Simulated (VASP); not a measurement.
**NbSbO: single point with PBE**

Crystal: NbSbO.

```
CELL_PARAMETERS angstrom
4.12630 0.00000 0.00000
0.00000 4.12630 0.00000
0.00000 0.00000 6.57454
ATOMIC_POSITIONS crystal
Nb 0.00000 0.00000 0.00000
Nb 0.50000 0.50000 0.00000
Sb 0.00000 0.50000 0.64591
Sb 0.50000 0.00000 0.35409
O 0.00000 0.50000 0.07786
O 0.50000 0.00000 0.92214
```

The cell was built from a structure type or drawn by symmetry, and may not be a known phase.

| Item | Value |
| --- | --- |
| Program | VASP 6.6.1 |
| Task | single point |
| Functional | PBE |
| Potentials or basis | VASP PAW PBE potentials, release 64 (Nb_sv, Sb, O) |
| Cutoff | 520 eV |
| k mesh | 10 × 10 × 6 |
| Occupations | gaussian, width 0.1 eV |
| Spin | no spin polarisation |

The pressure is -0.2 GPa and the largest force is 0.024 eV/Å. The band gap on the k mesh is zero (bands 24 and 25 overlap by 0.76 eV).

Forces on the atoms (eV/Å):
```
Nb   0.000  0.000  0.000
Nb   0.000  0.000  0.000
Sb   0.000  0.000  0.000
Sb   0.000  0.000  0.000
O    0.000  0.000 -0.024
O    0.000  0.000  0.024
```

Levels at points of the mesh, in eV from the Fermi level:
```tsv
k point	band 20	band 21	band 22	band 23	band 24	band 25	band 26	band 27	band 28	band 29
(0.00, 0.00, 0.00)	-2.37	-0.87	-0.87	-0.83	-0.83	0.24	1.27	1.82	1.82	1.89
(0.50, 0.00, 0.00)	-1.81	-1.62	-1.62	-0.87	-0.87	1.10	1.10	1.40	1.40	2.41
(0.50, 0.50, 0.00)	-3.67	-0.80	-0.80	-0.66	-0.66	1.21	1.21	1.51	1.51	1.66
(0.00, 0.00, 0.50)	-1.53	-1.53	-0.66	-0.47	0.40	0.45	0.45	1.59	1.59	1.89
(0.50, 0.00, 0.50)	-3.42	-1.66	-1.66	0.12	0.12	1.07	1.07	1.42	1.42	2.55
(0.50, 0.50, 0.50)	-3.28	-1.98	-1.98	-1.47	-1.47	1.41	1.41	1.51	1.51	1.96
```

Wall time 3 min on 1 thread of AMD EPYC 9R45 96-Core Processor (Zen 5), with other jobs on the host, peak memory 0.38 GiB.

Caveat: spin-orbit coupling is left out, which moves the levels of the heavy elements.
